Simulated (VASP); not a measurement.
Write the native input for VASP 6.6.1 that does the following.

```
Task                   : relaxation of cell and atoms
Functional             : PBE
Potentials or basis    : VASP PAW PBE potentials, release 64 (Al, Cu)
Cutoff                 : 600 eV
k mesh                 : 6 × 6 × 6
Occupations            : gaussian, width 0.1 eV
Spin                   : no spin polarisation
Dipole correction      : no
Further INCAR settings : ALGO = Fast; EDIFF = 1e-06; IBRION = 2; EDIFFG = -0.01; NSW = 100; ISIF = 3
```

The structure of AlCu6 lies in POSCAR:

```
AlCu6
1.0
    3.4351416329      1.9832799465      2.1023779648
   -3.4351416329      1.9832799465      2.1023779648
    0.0000000000     -3.9665598930      2.1023779648
Al Cu
1 6
Direct
    0.0000000000      0.0000000000      0.0000000000
    0.2866701562      0.1453168085      0.5721463180
    0.7133298438      0.8546831915      0.4278536820
    0.5721463180      0.2866701562      0.1453168085
    0.4278536820      0.7133298438      0.8546831915
    0.1453168085      0.5721463180      0.2866701562
    0.8546831915      0.4278536820      0.7133298438
```

These files were run (other wordings do the same):

INCAR

```
PREC = Accurate ; ENCUT = 600
EDIFF = 1E-6 ; ISMEAR = 0
SIGMA = 0.1 ; LREAL = F
LASPH = T ; NELM = 100
ALGO = Fast ; ISIF = 3
LWAVE = F ; LCHARG = F
GGA = PE ; IBRION = 2
NSW = 100 ; EDIFFG = -0.01
```

KPOINTS

```
Automatic mesh
0
Gamma
  6 6 6
```

Potentials or basis: VASP PAW PBE potentials, release 64 (Al, Cu).

Launch:

```bash
$ cat potpaw_PBE.64/Al/POTCAR potpaw_PBE.64/Cu/POTCAR > POTCAR
$ mpirun -np 1 vasp_std > vasp.out
```

It gave:

The relaxed volume is 12.34 Å³/atom, the relaxed cell is a = 4.494 Å, b = 4.494 Å, c = 4.494 Å, α = 99.66°, β = 99.66°, γ = 99.66° and the space group after relaxing (to 0.05 Å) is R-3 (No. 148). The energy gained by relaxing is 0.4 meV/atom. The ionic steps are 7, the pressure after relaxing is 0.1 GPa and the largest force after relaxing is 0.008 eV/Å.

It took 5.7 min on 1 thread of Intel(R) Xeon(R) Platinum 8559C (Emerald Rapids) (shared host), peak memory 0.29 GiB.
